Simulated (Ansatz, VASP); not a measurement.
# Fe: VASP beside Ansatz

```xyz
1
Lattice="-1.4390 1.4390 1.4390 1.4390 -1.4390 1.4390 1.4390 1.4390 -1.4390" Properties=species:S:1:pos:R:3 pbc="T T T"
Fe    0.0000    0.0000    0.0000
```

Change from the starting cell: parallel moments scaled by 0.1, free total moment.

Alike in both runs: task single point; functional r2SCAN; k mesh 13 × 13 × 13; occupations gaussian, width 0.1 eV; collinear spin.

|  | VASP | Ansatz |
| --- | --- | --- |
| version | VASP 6.6.1 | Ansatz 0.2.0 |
| potentials or method | VASP PAW PBE potentials, release 64 (Fe), cutoff 520 eV | PAW, plane waves, scalar-relativistic |
| valence electrons in the cell | 8 | 16 |

|  | VASP | Ansatz | Ansatz less VASP |
| --- | --- | --- | --- |
| pressure (GPa) | -2.9 | -2.5 | +0.33 |
| net moment per atom (μB) | 2.65 | 2.65 | +0.001 |
| size of the moment on the site where the two differ most (μB) | 2.72 | 2.81 | +0.087 |

VASP's potentials were made for PBE, not for r2SCAN. Site moments also hang on the region over which each program counts them. VASP's potentials hold 8 valence electrons a cell and Ansatz's 16, so a difference there can come from the potentials and not from the codes. Ansatz's warnings: stability check not made.
